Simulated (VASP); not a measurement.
# SnGe7 (P-4m2) in VASP: further runs, part 2 of 2

VASP 6.6.1. Earlier steps stand in the parts before.

**3. Single point, PBE**

This run uses another cell than the first one, of 25.72 Å³/atom.

Contents of INCAR:

```
ALGO = Normal ; EDIFF = 1E-7
ENCUT = 520 ; GGA = PE
ISIF = 2 ; ISMEAR = 0
LASPH = True ; LCHARG = False
LREAL = False ; LWAVE = False
NBANDS = 66 ; NELM = 60
PREC = Accurate ; SIGMA = 0.2
```

Contents of KPOINTS:

```
k-points
0
Gamma
  4 4 2
```

Contents of POSCAR:

```
SnGe7
1.0
    4.2073017206      0.0000000000      0.0000000000
    0.0000000000      4.2073017206      0.0000000000
    0.0000000000      0.0000000000     11.6260199823
Sn Ge
1 7
Direct
    0.0000000000      0.0000000000      0.0000000000
    0.5000000000      0.5000000000      0.7409740649
    0.0000000000      0.5000000000      0.6197341934
    0.5000000000      0.5000000000      0.2590259351
    0.5000000000      0.0000000000      0.3802658066
    0.5000000000      0.0000000000      0.8612597797
    0.0000000000      0.5000000000      0.1387402203
    0.0000000000      0.0000000000      0.5000000000
```

Potentials or basis: VASP PAW PBE potentials, release 64 (Sn_d, Ge_d).

The run is started by

```
cat potpaw_PBE.64/Sn_d/POTCAR potpaw_PBE.64/Ge_d/POTCAR > POTCAR
mpirun -np 1 vasp_std > vasp.out
```

OUTCAR:

```text
EDIFF = 1E-7
   ENCUT = 520
   GGA = PE
   ISIF = 2
   ISMEAR = 0
   LASPH = True
   LREAL = False
   NELM = 60
   PREC = Accurate

 ion  position               nearest neighbor table
   1  0.000  0.000  0.000-   6 2.65   7 2.65   7 2.65   6 2.65
   2  0.500  0.500  0.741-   6 2.53   6 2.53   3 2.53   3 2.53
   3  0.000  0.500  0.620-   8 2.52   8 2.52   2 2.53   2 2.53
   4  0.500  0.500  0.259-   7 2.53   7 2.53   5 2.53   5 2.53
   5  0.500  0.000  0.380-   8 2.52   8 2.52   4 2.53   4 2.53
   6  0.500  0.000  0.861-   2 2.53   2 2.53   1 2.65   1 2.65
   7  0.000  0.500  0.139-   4 2.53   4 2.53   1 2.65   1 2.65
   8  0.000  0.000  0.500-   3 2.52   5 2.52   3 2.52   5 2.52

  LATTYP: Found a simple tetragonal cell.
 ALAT       =     4.2073017206
 C/A-ratio  =     2.7632959922

  Lattice vectors:

 A1 = (   4.2073017206,   0.0000000000,   0.0000000000)
 A2 = (   0.0000000000,   4.2073017206,   0.0000000000)
 A3 = (   0.0000000000,   0.0000000000,  11.6260199823)

Analysis of symmetry for initial positions (statically):
=====================================================================
 Subroutine PRICEL returns:
 Original cell was already a primitive cell.

 Routine SETGRP: Setting up the symmetry group for a
 simple tetragonal supercell.

 Subroutine GETGRP returns: Found  8 space group operations
 (whereof  8 operations were pure point group operations)
 out of a pool of 16 trial point group operations.

The static configuration has the point symmetry D_2d.

Analysis of symmetry for dynamics (positions and initial velocities):
=====================================================================
 Subroutine PRICEL returns:
 Original cell was already a primitive cell.

[... 127 lines left out ...]
  volume/ion in A,a.u.               =      25.72       173.60
  Fermi-wavevector in a.u.,A,eV,Ry     =   1.336600  2.525807 24.306793  1.786499
  Thomas-Fermi vector in A             =   2.465214
   LORBIT       =      0    0 simple, 1 ext, 2 COOP (PROOUT), +10 PAW based schemes
   GGA     = PE    functional components
   LHFCALC =     F    Hartree Fock is set to
   AEXX    =    0.0000 exact exchange contribution
   IVDW    =     0    specifies the selected vdW correction
   LEPSILON=     F    determine dielectric tensor
   LRPA    =     F    only Hartree local field effects (RPA)
 non-spin polarized calculation
 Gauss-broadening in eV      SIGMA  =   0.20
  energy-cutoff  :      520.00
  volume of cell :      205.80
 maximum number of plane-waves:      5578
 NGX is ok and might be reduce to    32
   NGX = 15   NGY = 15   NGZ = 43

 number of electron     112.0000067 magnetization

 Free energy of the ion-electron system (eV)
  ---------------------------------------------------
  ext. energy  EPLUGINS =         0.00000000
  ---------------------------------------------------
  free energy    TOTEN  =       -34.96532570 eV

  energy without entropy =      -34.94572898  energy(sigma->0) =      -34.95552734

 E-fermi :   4.3555     XC(G=0):  -9.4419

 val. band max:        4.2233256607   @ k =   0.5000   0.0000   0.0000
 cond. band min:       4.4990616395   @ k =   0.0000   0.0000   0.0000
 fundamental gap:      0.2757359788
 Fermi energy:         4.3554888062

 k-point     1 :       0.0000    0.0000    0.0000
  band No.  band energies     occupation
      1     -20.2832      2.00000
      2     -20.2832      2.00000
      3     -20.2683      2.00000
      4     -20.2683      2.00000
      5     -20.2648      2.00000
      6     -20.2509      2.00000
[... 817 lines left out ...]
     65      11.4988      0.00000
     66      11.5158      0.00000

------------------------ aborting loop because EDIFF is reached ----------------------------------------

  FORCE on cell =-STRESS in cart. coord.  units (eV):
  Direction    XX          YY          ZZ          XY          YZ          ZX
  --------------------------------------------------------------------------------------
  -------------------------------------------------------------------------------------
  Total       -0.4873819     -0.4873819     -0.3796599      0.0000000      0.0000000     -0.0000000
  in kB       -3.7943871     -3.7943871     -2.9557449      0.0000000      0.0000000     -0.0000000
  external PRESSURE =      -3.5148397 kB  Pullay stress =       0.0000000 kB

 VOLUME and BASIS-vectors are now :
 -----------------------------------------------------------------------------
  energy-cutoff  :      520.00
  volume of cell :      205.80
      direct lattice vectors                 reciprocal lattice vectors
     4.207301721  0.000000000  0.000000000     0.237682027  0.000000000  0.000000000
     0.000000000  4.207301721  0.000000000     0.000000000  0.237682027  0.000000000
     0.000000000  0.000000000 11.626019982     0.000000000  0.000000000  0.086013958

 POSITION                                       TOTAL-FORCE (eV/Angst)
 -----------------------------------------------------------------------------------
      0.00000      0.00000      0.00000         0.000000     -0.000000      0.000000
      2.10365      2.10365      8.61458         0.000000      0.000000      0.002599
      0.00000      2.10365      7.20504         0.000000     -0.000000      0.073729
      2.10365      2.10365      3.01144         0.000000     -0.000000     -0.002599
      2.10365      0.00000      4.42098         0.000000     -0.000000     -0.073729
      2.10365      0.00000     10.01302         0.000000     -0.000000     -0.033813
      0.00000      2.10365      1.61300         0.000000     -0.000000      0.033813
      0.00000      0.00000      5.81301         0.000000     -0.000000      0.000000
 -----------------------------------------------------------------------------------
    total drift:                                0.000000      0.000000     -0.000000

  FREE ENERGIE OF THE ION-ELECTRON SYSTEM (eV)
  ---------------------------------------------------
  free  energy   TOTEN  =       -34.9653256969 eV

  energy  without entropy=      -34.9457289837  energy(sigma->0) =      -34.95552734
```

OSZICAR:

```text
N       E                     dE             d eps       ncg     rms          rms(c)
DAV:   1     0.141045284140E+04    0.14105E+04   -0.51804E+04  1834   0.434E+03
DAV:   2     0.267500776248E+03   -0.11430E+04   -0.11100E+04  1584   0.114E+03
DAV:   3    -0.675780754504E+01   -0.27426E+03   -0.26411E+03  1654   0.282E+02
DAV:   4    -0.341891036857E+02   -0.27431E+02   -0.26707E+02  1822   0.963E+01
DAV:   5    -0.352264156571E+02   -0.10373E+01   -0.10261E+01  1762   0.204E+01    0.598E+00
DAV:   6    -0.350480820772E+02    0.17833E+00   -0.46789E-01  2662   0.785E+00    0.346E+00
DAV:   7    -0.349565784587E+02    0.91504E-01   -0.27121E-01  1782   0.354E+00    0.362E-01
DAV:   8    -0.349623912918E+02   -0.58128E-02   -0.37503E-02  1766   0.341E+00    0.189E-01
DAV:   9    -0.349643845040E+02   -0.19932E-02   -0.51957E-03  1916   0.158E+00    0.909E-02
DAV:  10    -0.349651290916E+02   -0.74459E-03   -0.17735E-03  1886   0.499E-01    0.358E-02
DAV:  11    -0.349652871783E+02   -0.15809E-03   -0.43646E-04  1748   0.507E-01    0.138E-02
DAV:  12    -0.349653181714E+02   -0.30993E-04   -0.12789E-04  2150   0.152E-01    0.588E-03
DAV:  13    -0.349653237644E+02   -0.55929E-05   -0.28740E-05  1732   0.641E-02    0.286E-03
DAV:  14    -0.349653251533E+02   -0.13889E-05   -0.57410E-06  1856   0.492E-02    0.138E-03
DAV:  15    -0.349653255889E+02   -0.43566E-06   -0.18859E-06  1694   0.250E-02    0.613E-04
DAV:  16    -0.349653257036E+02   -0.11463E-06   -0.69795E-07  1450   0.101E-02    0.234E-04
DAV:  17    -0.349653256969E+02    0.66830E-08   -0.13319E-07  1010   0.513E-03
   1 F= -.34965326E+02 E0= -.34955527E+02  d E =-.195967E-01
```

stdout:

```text
POSCAR found type information on POSCAR SnGe
 POSCAR found :  2 types and       8 ions
 scaLAPACK will be used
 LDA part: xc-table for (Slater+PW92), standard interpolation
 POSCAR, INCAR and KPOINTS ok, starting setup
 FFT: planning ... GRIDC
 FFT: planning ... GRID_SOFT
 FFT: planning ... GRID
 WAVECAR not read
 entering main loop
```

Run time: 5.4 min. Hardware: 1 thread of Intel Xeon 8259CL, shared host; peak memory 0.37 GiB.

Results:

```
Free energy            : -34.9653 eV
Pressure               : -0.4 GPa
Largest force          : 0.074 eV/Å
Band gap on the k mesh : zero (bands 56 and 57 overlap by 0.28 eV)
```

Forces in eV/Å, atoms in the order of the input:
```
Sn   0.000  0.000  0.000
Ge   0.000  0.000  0.003
Ge   0.000  0.000  0.074
Ge   0.000  0.000 -0.003
Ge   0.000  0.000 -0.074
Ge   0.000  0.000 -0.034
Ge   0.000  0.000  0.034
Ge   0.000  0.000  0.000
```

Stress tensor (GPa, compression positive):
```
-0.38  0.00  0.00
 0.00 -0.38  0.00
 0.00  0.00 -0.30
```

Caveat: the k points lie up to 0.37 Å⁻¹ apart; semilocal functionals underestimate gaps, and a narrow one can read as zero; spin-orbit coupling is left out, which moves the levels of the heavy elements.

**4. Single point, r2SCAN**

This run uses another cell than the first one, of 25.41 Å³/atom.

Contents of POSCAR:

```
SnGe7
1.0
    4.1546988372      0.0000000000      0.0000000000
    0.0000000000      4.1546988372      0.0000000000
    0.0000000000      0.0000000000     11.7746838065
Sn Ge
1 7
Direct
    0.0000000000      0.0000000000      0.0000000000
    0.5000000000      0.5000000000      0.7414944249
    0.0000000000      0.5000000000      0.6206490436
    0.5000000000      0.5000000000      0.2585055751
    0.5000000000      0.0000000000      0.3793509564
    0.5000000000      0.0000000000      0.8615479026
    0.0000000000      0.5000000000      0.1384520974
    0.0000000000      0.0000000000      0.5000000000
```

Contents of INCAR.step1:

```
ALGO = Normal
EDIFF = 1E-4
ENCUT = 520
GGA = PE
ISMEAR = 0
LASPH = True
LCHARG = False
LREAL = False
LWAVE = True
NBANDS = 66
NELM = 100
PREC = Accurate
SIGMA = 0.1
```

Contents of INCAR.step2:

```
ALGO = Normal
EDIFF = 1E-6
ENCUT = 520
ISIF = 2
ISMEAR = 0
ISTART = 1
LASPH = True
LCHARG = False
LMIXTAU = True
LREAL = False
LWAVE = False
METAGGA = R2SCAN
NBANDS = 66
NELM = 100
PREC = Accurate
SIGMA = 0.1
```

Contents of KPOINTS:

```
k-points
0
Gamma
  8 8 4
```

Potentials or basis: VASP PAW PBE potentials, release 64 (Sn_d, Ge_d).

The run is started by

```
cat potpaw_PBE.64/Sn_d/POTCAR potpaw_PBE.64/Ge_d/POTCAR > POTCAR
cp INCAR.step1 INCAR
mpirun -np 1 vasp_std > vasp.out
cp INCAR.step2 INCAR
mpirun -np 1 vasp_std > vasp.out
```

OUTCAR:

```text
EDIFF = 1E-6
   ENCUT = 520
   ISIF = 2
   ISMEAR = 0
   ISTART = 1
   LASPH = True
   LREAL = False
   METAGGA = R2SCAN
   NELM = 100
   PREC = Accurate

 ion  position               nearest neighbor table
   1  0.000  0.000  0.000-   6 2.64   7 2.64   7 2.64   6 2.64
   2  0.500  0.500  0.741-   6 2.51   6 2.51   3 2.52   3 2.52
   3  0.000  0.500  0.621-   8 2.52   8 2.52   2 2.52   2 2.52
   4  0.500  0.500  0.259-   7 2.51   7 2.51   5 2.52   5 2.52
[... 1873 lines left out ...]
  Total       -3.3233620     -3.3233620     -3.3033751      0.0000000     -0.0000000      0.0000000
  in kB      -26.1975020    -26.1975020    -26.0399483      0.0000000     -0.0000000      0.0000000
  external PRESSURE =     -26.1449841 kB  Pullay stress =       0.0000000 kB

 VOLUME and BASIS-vectors are now :
 -----------------------------------------------------------------------------
  energy-cutoff  :      520.00
  volume of cell :      203.25
      direct lattice vectors                 reciprocal lattice vectors
     4.154698837  0.000000000  0.000000000     0.240691333  0.000000000  0.000000000
     0.000000000  4.154698837  0.000000000     0.000000000  0.240691333  0.000000000
     0.000000000  0.000000000 11.774683807     0.000000000  0.000000000  0.084927971

 POSITION                                       TOTAL-FORCE (eV/Angst)
 -----------------------------------------------------------------------------------
      0.00000      0.00000      0.00000        -0.000000      0.000000      0.000000
      2.07735      2.07735      8.73086        -0.000000     -0.000000     -0.003375
      0.00000      2.07735      7.30795        -0.000000      0.000000     -0.006299
      2.07735      2.07735      3.04382         0.000000     -0.000000      0.003375
      2.07735      0.00000      4.46674         0.000000      0.000000      0.006299
      2.07735      0.00000     10.14445        -0.000000      0.000000      0.024103
      0.00000      2.07735      1.63023        -0.000000      0.000000     -0.024103
      0.00000      0.00000      5.88734        -0.000000      0.000000      0.000000
 -----------------------------------------------------------------------------------
    total drift:                                0.000000      0.000000      0.000000

  FREE ENERGIE OF THE ION-ELECTRON SYSTEM (eV)
  ---------------------------------------------------
  free  energy   TOTEN  =      -121.5208376230 eV

  energy  without entropy=     -121.5192149336  energy(sigma->0) =     -121.52002628
```

OUTCAR.step1:

```text
EDIFF = 1E-4
   ENCUT = 520
   GGA = PE
   ISMEAR = 0
[... 1902 lines left out ...]
      2.07735      0.00000      4.46674        -0.000000     -0.000000     -0.001851
      2.07735      0.00000     10.14445         0.000000     -0.000000      0.001116
      0.00000      2.07735      1.63023        -0.000000     -0.000000     -0.001116
      0.00000      0.00000      5.88734        -0.000000     -0.000000      0.000000
 -----------------------------------------------------------------------------------
    total drift:                                0.000000      0.000000      0.000000

  FREE ENERGIE OF THE ION-ELECTRON SYSTEM (eV)
  ---------------------------------------------------
  free  energy   TOTEN  =       -35.2492349044 eV

  energy  without entropy=      -35.2462373469  energy(sigma->0) =      -35.24773613
```

OSZICAR.step1:

```text
N       E                     dE             d eps       ncg     rms          rms(c)
DAV:   1     0.141152329744E+04    0.14115E+04   -0.51882E+04  6956   0.436E+03
DAV:   2     0.271135073353E+03   -0.11404E+04   -0.11077E+04  5940   0.113E+03
DAV:   3    -0.682317040982E+01   -0.27796E+03   -0.26763E+03  6176   0.283E+02
DAV:   4    -0.344555021622E+02   -0.27632E+02   -0.26910E+02  6834   0.965E+01
DAV:   5    -0.355113671676E+02   -0.10559E+01   -0.10480E+01  6616   0.205E+01    0.607E+00
DAV:   6    -0.353339884124E+02    0.17738E+00   -0.45659E-01 10098   0.830E+00    0.350E+00
DAV:   7    -0.352408031565E+02    0.93185E-01   -0.26587E-01  6610   0.356E+00    0.359E-01
DAV:   8    -0.352466167883E+02   -0.58136E-02   -0.39648E-02  6620   0.359E+00    0.185E-01
DAV:   9    -0.352484202455E+02   -0.18035E-02   -0.49936E-03  7520   0.155E+00    0.879E-02
DAV:  10    -0.352490428969E+02   -0.62265E-03   -0.14079E-03  8022   0.610E-01    0.334E-02
DAV:  11    -0.352492145759E+02   -0.17168E-03   -0.57134E-04  6134   0.340E-01    0.121E-02
DAV:  12    -0.352492349044E+02   -0.20329E-04   -0.87672E-05  3566   0.192E-01
   1 F= -.35249235E+02 E0= -.35247736E+02  d E =-.299756E-02
```

Run time: 52 min. Hardware: 1 thread of Oxide Virtual Turin-like, shared host; peak memory 0.58 GiB.

What came out:

| Property | Result |
| --- | --- |
| Free energy | -121.5208 eV |
| Pressure | -2.6 GPa |
| Largest force | 0.024 eV/Å |
| Band gap on the k mesh | zero (bands 56 and 57 overlap by 0.07 eV) |

Forces in eV/Å, atoms in the order of the input:
```
Sn   0.000  0.000  0.000
Ge   0.000  0.000 -0.003
Ge   0.000  0.000 -0.006
Ge   0.000  0.000  0.003
Ge   0.000  0.000  0.006
Ge   0.000  0.000  0.024
Ge   0.000  0.000 -0.024
Ge   0.000  0.000  0.000
```

Caveat: semilocal functionals underestimate gaps, and a narrow one can read as zero; the PAW data sets were made with another functional, which shifts forces and pressure a little; spin-orbit coupling is left out, which moves the levels of the heavy elements.

**5. The runs side by side**

| level | cell | k mesh | smearing | gap on the mesh (eV) | pressure (GPa) | largest force (eV/Å) |
| --- | --- | --- | --- | --- | --- | --- |
| PBE | a = 5.170, b = 5.170, c = 6.379 Å, 8 atoms, atomic positions A | 3 × 3 × 3 | gaussian 0.2 eV | none | 0.2 | 0.02 |
| PBE | a = 4.207, b = 4.207, c = 11.626 Å, 8 atoms, atomic positions B | 4 × 4 × 2 | gaussian 0.2 eV | none | -0.4 | 0.07 |
| r2SCAN | a = 4.155, b = 4.155, c = 11.775 Å, 8 atoms, atomic positions C | 8 × 8 × 4 | gaussian 0.1 eV | none | -2.6 | 0.02 |

Alike in all rows: task single point; potentials or basis VASP PAW PBE potentials, release 64 (Sn_d, Ge_d); no spin polarisation; cutoff (eV) 520.

Caveats: some runs use coarse meshes; spin-orbit coupling is left out, which moves the levels of the heavy elements; semilocal functionals underestimate gaps, and a narrow one can read as zero (at least some runs); the PAW data sets were made with another functional, which shifts forces and pressure a little (at least some runs).

Total energies depend on the potentials used, so only differences within one code and one set of settings carry meaning.

The gap in the log of VASP goes by the Fermi energy; the results here count the filled bands.